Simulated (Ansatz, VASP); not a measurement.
Zn in VASP and in Ansatz

Contents of INCAR:

```
ALGO = Normal ; EDIFF = 1E-6
ENCUT = 500 ; GGA = PS
GGA_COMPAT = F ; ISIF = 2
ISMEAR = 0 ; LASPH = T
LCHARG = F ; LREAL = F
LWAVE = F ; NBANDS = 12
NELM = 120 ; PREC = Accurate
SIGMA = 0.1
```

File KPOINTS:

```
k-points
0
Gamma
  9 9 9
```

Contents of POSCAR:

```
Zn
1.0
    1.6265605826      0.9390951903      2.1004250782
   -1.6265605826      0.9390951903      2.1004250782
    0.0000000000     -1.8781903804      2.1004250782
Zn
1
Direct
    0.0000000000      0.0000000000      0.0000000000
```

Input for Ansatz:

```yaml
crystal:
  lattice:
    - [1.6265605826, 0.9390951903, 2.1004250782]
    - [-1.6265605826, 0.9390951903, 2.1004250782]
    - [0.0, -1.8781903804, 2.1004250782]
  atoms:
    - { symbol: Zn, position: [0.0, 0.0, 0.0] }
basis:
  ecutwfc: 420
kpoints:
  mp_grid: { grid: [9, 9, 9] }
hamiltonian:
  xc: pbesol
scf:
  occupations: { method: gaussian, width: 0.1 }
output:
  forces: true
  stress: true
  eigenvalues: true
```

Alike in both runs: task single point; functional PBEsol; k mesh 9 × 9 × 9; occupations gaussian, width 0.1 eV; no spin polarisation.

```csv
,VASP,Ansatz
version,VASP 6.6.1,Ansatz 0.2.0
potentials or method,"VASP PAW PBE potentials, release 64 (Zn), cutoff 500 eV","scalar-relativistic, plane waves, PAW"
valence electrons in the cell,12,12
```

|  | VASP | Ansatz | Ansatz less VASP |
| --- | --- | --- | --- |
| gap on the k mesh at the Fermi level (eV) | none | none | - |
| pressure (GPa) | -10.7 | -10.8 | -0.11 |
| traceless stress, the component that is largest in VASP (GPa) | 1.82 | 1.78 | -0.041 |

VASP's potentials were made for PBE, not for PBEsol. A gap of «none» marks a metal or a gap that the smearing closes.
